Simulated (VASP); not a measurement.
# Ir (P6_3/mmc) in VASP: a series of runs

Runs on Ir. Level: PBE. Tasks: single point.

Everything below comes from runs of VASP 6.6.1. Logs are shortened: lines on timing, memory, paths and dates and some standing lists are left out, and cuts for length are marked.

## (1) The cell of the first run

Symmetry: P6_3/mmc, No. 194, hexagonal system. The conventional cell has a = 2.748 Å, b = 2.748 Å, c = 4.676 Å, α = 90.00°, β = 90.00°, γ = 120.00°. Ir (site symmetry -6m2) has 12 Ir at 2.75 to 2.83 Å within 3.6 Å.

## (2) Single point, PBE

INCAR reads:

```
SYSTEM = Ir
ALGO     = Normal         ! electronic algorithm
EDIFF    = 1E-6           ! SCF threshold, eV
ENCUT    = 520            ! plane-wave cutoff, eV
GGA      = PE             ! functional
ISIF     = 2              ! what is computed and relaxed
ISMEAR   = 0              ! smearing method
LASPH    = .TRUE.         ! aspherical terms in the spheres
LCHARG   = .FALSE.        ! write CHGCAR
LREAL    = .FALSE.        ! projectors in reciprocal space
LWAVE    = .FALSE.        ! write WAVECAR
NBANDS   = 16             ! bands
NELM     = 80             ! most SCF steps
PREC     = Accurate       ! precision mode
SIGMA    = 0.15           ! smearing width, eV
```

KPOINTS reads:

```
k-points
0
G
  18 18 10
  0 0 0
```

POSCAR reads:

```
Ir
1.0
    2.7478111495      0.0000000000      0.0000000000
   -1.3739055747      2.3796742603      0.0000000000
    0.0000000000      0.0000000000      4.6756000000
Ir
2
Direct
    0.6666666667      0.3333333333      0.7500000000
    0.3333333333      0.6666666667      0.2500000000
```

Potentials or basis: VASP PAW PBE potentials, release 64 (Ir).

Launch:

```console
$ cat potpaw_PBE.64/Ir/POTCAR > POTCAR
$ mpirun -np 1 vasp_std > vasp.out
```

OUTCAR:

```text
SYSTEM = Ir
   EDIFF = 1E-6
   ENCUT = 520
   GGA = PE
   ISIF = 2
   ISMEAR = 0
   LASPH = .TRUE.
   LREAL = .FALSE.
   NELM = 80
   PREC = Accurate

 ion  position               nearest neighbor table
   1  0.667  0.333  0.750-   2 2.83   2 2.83   2 2.83   2 2.83   2 2.83   2 2.83
   2  0.333  0.667  0.250-   1 2.83   1 2.83   1 2.83   1 2.83   1 2.83   1 2.83

  LATTYP: Found a hexagonal cell.
 ALAT       =     2.7478111495
 C/A-ratio  =     1.7015725411

  Lattice vectors:

 A1 = (   2.7478111495,   0.0000000000,   0.0000000000)
 A2 = (  -1.3739055747,   2.3796742603,   0.0000000000)
 A3 = (   0.0000000000,   0.0000000000,   4.6756000000)

Analysis of symmetry for initial positions (statically):
=====================================================================
 Subroutine PRICEL returns:
 Original cell was already a primitive cell.

 Routine SETGRP: Setting up the symmetry group for a
 hexagonal supercell.

 Subroutine GETGRP returns: Found 24 space group operations
 (whereof 12 operations were pure point group operations)
 out of a pool of 24 trial point group operations.

The static configuration has the point symmetry D_3d.
 The point group associated with its full space group is D_6h.

Analysis of symmetry for dynamics (positions and initial velocities):
=====================================================================
 Subroutine PRICEL returns:
 Original cell was already a primitive cell.

 Routine SETGRP: Setting up the symmetry group for a
 hexagonal supercell.

 Subroutine GETGRP returns: Found 24 space group operations
 (whereof 12 operations were pure point group operations)
 out of a pool of 24 trial point group operations.

The dynamic configuration has the point symmetry D_3d.
 The point group associated with its full space group is D_6h.

 Subroutine INISYM returns: Found 24 space group operations
 (whereof 12 operations are pure point group operations),
 and found     1 'primitive' translations

----------------------------------------------------------------------------------------

                                     Primitive cell

  volume of cell :      30.5733

  direct lattice vectors                    reciprocal lattice vectors
     2.747811149  0.000000000  0.000000000     0.363926029  0.210112791  0.000000000
    -1.373905575  2.379674260  0.000000000     0.000000000  0.420225582  0.000000000
     0.000000000  0.000000000  4.675600000     0.000000000  0.000000000  0.213876294

  length of vectors
     2.747811149  2.747811150  4.675600000     0.420225582  0.420225582  0.213876294

  position of ions in fractional coordinates (direct lattice)
     0.666666667  0.333333333  0.750000000
     0.333333333  0.666666667  0.250000000

  ion indices of the primitive-cell ions
   primitive index   ion index
                 1           1
                 2           2

----------------------------------------------------------------------------------------

 KPOINTS: k-points

Automatic generation of k-mesh.
 Grid dimensions read from file:
 generate k-points for:   18   18   10

 Generating k-lattice:

  Cartesian coordinates                     Fractional coordinates (reciprocal lattice)
     0.020218113  0.011672933  0.000000000     0.055555556 -0.000000000  0.000000000
     0.000000000  0.023345866  0.000000000     0.000000000  0.055555556  0.000000000
     0.000000000  0.000000000  0.021387629     0.000000000  0.000000000  0.100000000

  Length of vectors
     0.023345866  0.023345866  0.021387629

  Shift w.r.t. Gamma in fractional coordinates (k-lattice)
     0.000000000  0.000000000  0.000000000

 Subroutine IBZKPT returns following result:
 ===========================================

 Found    222 irreducible k-points:

 Following reciprocal coordinates:
            Coordinates               Weight
  0.000000  0.000000  0.000000      1.000000
  0.055556  0.000000  0.000000      6.000000
  0.111111  0.000000  0.000000      6.000000
  0.166667  0.000000  0.000000      6.000000
  0.222222  0.000000  0.000000      6.000000
  0.277778 -0.000000  0.000000      6.000000
[... 16 lines left out ...]
  0.333333  0.111111  0.000000     12.000000
  0.388889  0.111111  0.000000     12.000000
 [... further k-points ...]
   k-points           NKPTS =    222   k-points in BZ     NKDIM =    222   number of bands    NBANDS=     16
   number of dos      NEDOS =    301   number of ions     NIONS =      2
   total plane-waves  NPLWV =  14400
   dimension x,y,z NGX =    20 NGY =   20 NGZ =   36
   dimension x,y,z NGXF=    40 NGYF=   40 NGZF=   72
   ions per type =               2
   NGX,Y,Z   is equivalent  to a cutoff of  12.10, 12.10, 12.80 a.u.
   NGXF,Y,Z  is equivalent  to a cutoff of  24.20, 24.20, 25.60 a.u.
 SYSTEM =  Ir
   PREC   = accura    normal or accurate (medium, high low for compatibility)
   ISTART =      0    job   : 0-new  1-cont  2-samecut
   ICHARG =      2    charge: 1-file 2-atom 10-const
   ISPIN  =      1    spin polarized calculation?
   LNONCOLLINEAR =      F non collinear calculations
   LSORBIT =      F    spin-orbit coupling
   LASPH  =      T    aspherical Exc in radial PAW
   ENCUT  =  520.0 eV  38.22 Ry    6.18 a.u.   5.11  5.11  8.69*2*pi/ulx,y,z
   NELM   =     80;   NELMIN=  2; NELMDL= -5     # of ELM steps
   EDIFF  = 0.1E-05   stopping-criterion for ELM
   LREAL  =      F    real-space projection
   EDIFFG = 0.1E-04   stopping-criterion for IOM
   NSW    =      0    number of steps for IOM
   IBRION =     -1    ionic relax: 0-MD 1-quasi-New 2-CG
   NFREE  =      0    steps in history (QN), initial steepest desc. (CG)
   ISIF   =      2    stress and relaxation
   ISYM   =      2    0-nonsym 1-usesym 2-fastsym
   POTIM  = 0.5000    time-step for ionic-motion
   TEBEG  =    0.0;   TEEND  =   0.0 temperature during run
   PSTRESS=    0.0 pullay stress
   NELECT =      18.0000    total number of electrons
   NUPDOWN=      -1.0000    fix difference up-down
   EMIN   =  10.00;   EMAX   =-10.00  energy-range for DOS
   EFERMI =   0.00;   METHOD = LEGACY
   ISMEAR =     0;   SIGMA  =   0.15  broadening in eV -4-tet -1-fermi 0-gaus
   EFERMI_NEDOS =   21; number of points for ismear=-14 and -15
   IALGO  =     38    algorithm
   IMIX   =      4    mixing-type and parameters
     AMIX     =   0.40;   BMIX     =  1.00
     AMIX_MAG =   1.60;   BMIX_MAG =  1.00
  volume/ion in A,a.u.               =      15.29       103.16
  Fermi-wavevector in a.u.,A,eV,Ry     =   1.372098  2.592889 25.615043  1.882653
  Thomas-Fermi vector in A             =   2.497735
   LORBIT       =      0    0 simple, 1 ext, 2 COOP (PROOUT), +10 PAW based schemes
   GGA     = PE    functional components
   LHFCALC =     F    Hartree Fock is set to
   AEXX    =    0.0000 exact exchange contribution
   IVDW    =     0    specifies the selected vdW correction
   LEPSILON=     F    determine dielectric tensor
   LRPA    =     F    only Hartree local field effects (RPA)
 non-spin polarized calculation
 Gauss-broadening in eV      SIGMA  =   0.15
  energy-cutoff  :      520.00
  volume of cell :       30.57
 maximum number of plane-waves:       841
   NGX = 11   NGY = 11   NGZ = 17

 number of electron      17.9999999 magnetization

 Free energy of the ion-electron system (eV)
  ---------------------------------------------------
  ext. energy  EPLUGINS =         0.00000000
  ---------------------------------------------------
  free energy    TOTEN  =       -17.45719003 eV

  energy without entropy =      -17.42762518  energy(sigma->0) =      -17.44240761

 E-fermi :   9.1546     XC(G=0): -13.5280

 val. band max:        9.1456787383   @ k =   0.2778   0.0556   0.5000
 cond. band min:       9.1658595408   @ k =   0.2778   0.1111   0.1000
 fundamental gap:      0.0201808025
 Fermi energy:         9.1545705758

 k-point     1 :       0.0000    0.0000    0.0000
  band No.  band energies     occupation
      1      -1.1921      2.00000
      2       1.6813      2.00000
      3       5.2842      2.00000
      4       5.8116      2.00000
      5       5.8116      2.00000
      6       6.2926      2.00000
[... 8 lines left out ...]
     15      24.9193      0.00000
     16      26.4081      0.00000

 k-point     2 :       0.0556    0.0000    0.0000
  band No.  band energies     occupation
      1      -1.0750      2.00000
      2       1.7915      2.00000
      3       5.2534      2.00000
      4       5.8199      2.00000
      5       5.9083      2.00000
      6       6.2257      2.00000
[... 8 lines left out ...]
     15      25.0951      0.00000
     16      26.5925      0.00000

 k-point     3 :       0.1111    0.0000    0.0000
  band No.  band energies     occupation
      1      -0.7328      2.00000
      2       2.1024      2.00000
      3       5.1123      2.00000
      4       5.8731      2.00000
      5       6.1020      2.00000
      6       6.1942      2.00000
[... 8 lines left out ...]
     15      25.5733      0.00000
     16      26.9239      0.00000

 k-point     4 :       0.1667    0.0000    0.0000
  band No.  band energies     occupation
      1      -0.1947      2.00000
      2       2.5384      2.00000
      3       4.9000      2.00000
      4       5.6748      2.00000
      5       5.6978      2.00000
      6       6.3230      2.00000
[... 8 lines left out ...]
     15      26.0460      0.00000
     16      26.8300      0.00000

 k-point     5 :       0.2222    0.0000    0.0000
  band No.  band energies     occupation
      1       0.4816      2.00000
      2       2.9109      2.00000
      3       4.8193      2.00000
      4       4.9026      2.00000
      5       5.4617      2.00000
      6       6.6924      2.00000
[... 8 lines left out ...]
     15      25.5152      0.00000
     16      25.8655      0.00000

 k-point     6 :       0.2778   -0.0000    0.0000
  band No.  band energies     occupation
      1       1.1967      2.00000
      2       2.9804      2.00000
      3       4.2480      2.00000
      4       5.0020      2.00000
      5       5.4255      2.00000
      6       6.4332      2.00000
[... 8 lines left out ...]
     15      24.4669      0.00000
     16      24.5957      0.00000

 k-point     7 :       0.3333    0.0000    0.0000
  band No.  band energies     occupation
      1       1.8031      2.00000
      2       2.8178      2.00000
      3       3.7258      2.00000
      4       5.1883      2.00000
      5       5.8155      2.00000
      6       6.1781      2.00000
[... 8 lines left out ...]
     15      23.1597      0.00000
     16      23.7959      0.00000

 k-point     8 :       0.3889    0.0000    0.0000
  band No.  band energies     occupation
      1       2.1756      2.00000
      2       2.6187      2.00000
      3       3.3460      2.00000
      4       5.5156      2.00000
      5       5.9726      2.00000
      6       6.0396      2.00000
[... 8 lines left out ...]
     15      22.0432      0.00000
     16      22.7632      0.00000

 k-point     9 :       0.4444    0.0000    0.0000
  band No.  band energies     occupation
      1       2.3302      2.00000
      2       2.4782      2.00000
      3       3.1153      2.00000
      4       5.8432      2.00000
      5       5.9332      2.00000
      6       5.9566      2.00000
[... 8 lines left out ...]
     15      20.5997      0.00000
     16      21.2623      0.00000
[... 172 lines left out ...]
 k-point    19 :       0.1111    0.1111    0.0000
  band No.  band energies     occupation
      1       0.1197      2.00000
      2       2.8112      2.00000
      3       4.6934      2.00000
      4       5.3762      2.00000
      5       5.6923      2.00000
      6       6.2435      2.00000
[... 8 lines left out ...]
     15      24.9531      0.00000
     16      26.6931      0.00000

 k-point    20 :       0.1667    0.1111    0.0000
  band No.  band energies     occupation
      1       0.7877      2.00000
      2       3.2337      2.00000
      3       4.4797      2.00000
      4       4.7472      2.00000
      5       5.5150      2.00000
      6       6.1188      2.00000
[... 8 lines left out ...]
     15      23.7723      0.00000
     16      25.7265      0.00000

 k-point    21 :       0.2222    0.1111    0.0000
  band No.  band energies     occupation
      1       1.5127      2.00000
      2       3.3470      2.00000
      3       4.1852      2.00000
      4       4.5657      2.00000
      5       5.4867      2.00000
      6       5.8667      2.00000
[... 8 lines left out ...]
     15      22.6226      0.00000
     16      24.8686      0.00000

 k-point    22 :       0.2778    0.1111    0.0000
  band No.  band energies     occupation
      1       2.1487      2.00000
      2       3.1643      2.00000
      3       3.7245      2.00000
      4       4.8644      2.00000
      5       5.6990      2.00000
      6       5.7485      2.00000
[... 8 lines left out ...]
     15      21.3815      0.00000
     16      24.1564      0.00000

 k-point    23 :       0.3333    0.1111    0.0000
  band No.  band energies     occupation
      1       2.5460      2.00000
      2       2.9504      2.00000
      3       3.3843      2.00000
      4       5.2630      2.00000
      5       5.6214      2.00000
      6       6.1290      2.00000
[... 8 lines left out ...]
     15      20.1773      0.00000
     16      23.5902      0.00000

 k-point    24 :       0.3889    0.1111    0.0000
  band No.  band energies     occupation
      1       2.7031      2.00000
      2       2.8083      2.00000
      3       3.1762      2.00000
      4       5.6355      2.00000
      5       5.7130      2.00000
      6       5.9281      2.00000
[... 8 lines left out ...]
     15      19.0984      0.00000
     16      21.9030      0.00000

 [... further k-points ...]
[... 5 lines left out ...]
  --------------------------------------------------------------------------------------
  -------------------------------------------------------------------------------------
  Total       -1.7471954     -1.7471954     -4.3266089     -0.0000000      0.0000000      0.0000000
  in kB      -91.5609547    -91.5609547   -226.7339111     -0.0000000      0.0000000      0.0000000
  external PRESSURE =    -136.6186068 kB  Pullay stress =       0.0000000 kB

 VOLUME and BASIS-vectors are now :
 -----------------------------------------------------------------------------
  energy-cutoff  :      520.00
  volume of cell :       30.57
      direct lattice vectors                 reciprocal lattice vectors
     2.747811149  0.000000000  0.000000000     0.363926029  0.210112791  0.000000000
    -1.373905575  2.379674260  0.000000000     0.000000000  0.420225582  0.000000000
     0.000000000  0.000000000  4.675600000     0.000000000  0.000000000  0.213876294

 POSITION                                       TOTAL-FORCE (eV/Angst)
 -----------------------------------------------------------------------------------
      1.37391      0.79322      3.50670         0.000000     -0.000000      0.000000
     -0.00000      1.58645      1.16890        -0.000000      0.000000      0.000000
 -----------------------------------------------------------------------------------
    total drift:                                0.000000     -0.000000     -0.000000

  FREE ENERGIE OF THE ION-ELECTRON SYSTEM (eV)
  ---------------------------------------------------
  free  energy   TOTEN  =       -17.4571900327 eV

  energy  without entropy=      -17.4276251830  energy(sigma->0) =      -17.44240761
```

It took 43 s on 1 thread of AMD EPYC 9R45 (Zen 5), shared host; peak memory 0.18 GiB.

Results:

| Item | Value |
| --- | --- |
| Free energy | -17.4572 eV |
| Pressure | -13.7 GPa |
| Band gap on the k mesh | zero (band 9 reaches 10.27 eV, above the bottom of band 10 at 7.09 eV) |

Caveat: spin-orbit coupling is left out, which moves the levels of the heavy elements.

## (3) Single point, PBE

This run uses another cell than the first one, of 15.34 Å³/atom, 1.003 times its volume.

INCAR reads:

```
ALGO = Normal
EDIFF = 1E-6
ENCUT = 520
GGA = PE
ISIF = 2
ISMEAR = 0
LASPH = True
LCHARG = False
LREAL = False
LWAVE = False
NBANDS = 16
NELM = 60
PREC = Accurate
SIGMA = 0.15
```

KPOINTS reads:

```
k-points
0
Gamma
  18 18 10
```

POSCAR: that of step 2 with these lines changed.

```diff
@@ -4,3 +4,3 @@
    -1.3739055747      2.3796742603      0.0000000000
-    0.0000000000      0.0000000000      4.6756000000
+    0.0000000000      0.0000000000      4.6905000000
 Ir
```

Potentials or basis: VASP PAW PBE potentials, release 64 (Ir).

Launch:

```console
$ cat potpaw_PBE.64/Ir/POTCAR > POTCAR
$ mpirun -np 1 vasp_std > vasp.out
```

It took 43 s on 1 thread of AMD EPYC 9R45 (Zen 5), shared host; peak memory 0.18 GiB.

The run converged. Its results:

* Free energy: -17.4431 eV
* Pressure: -14.4 GPa
* Band gap on the k mesh: zero (band 9 reaches 10.23 eV, above the bottom of band 10 at 7.05 eV)

Stress tensor (GPa, compression positive):
```
 -9.68   0.00   0.00
  0.00  -9.68   0.00
  0.00   0.00 -23.85
```

Levels at points of the mesh, in eV from the Fermi level:
```tsv
k point	band 6	band 7	band 8	band 9	band 10	band 11	band 12	band 13
(0.00, 0.00, 0.00)	-2.85	-2.85	-1.65	-1.65	-0.97	0.33	0.33	5.74
(0.50, 0.00, 0.00)	-2.83	-2.81	0.69	0.97	1.24	2.83	4.28	7.74
(0.00, 0.00, 0.50)	-3.34	-3.34	-3.34	-0.34	-0.34	-0.34	-0.34	12.70
(0.50, 0.00, 0.50)	-1.62	-0.71	-0.71	1.13	1.13	1.94	1.94	7.23
```

Caveat: spin-orbit coupling is left out, which moves the levels of the heavy elements.

(Part 1 of 2 ends here.)
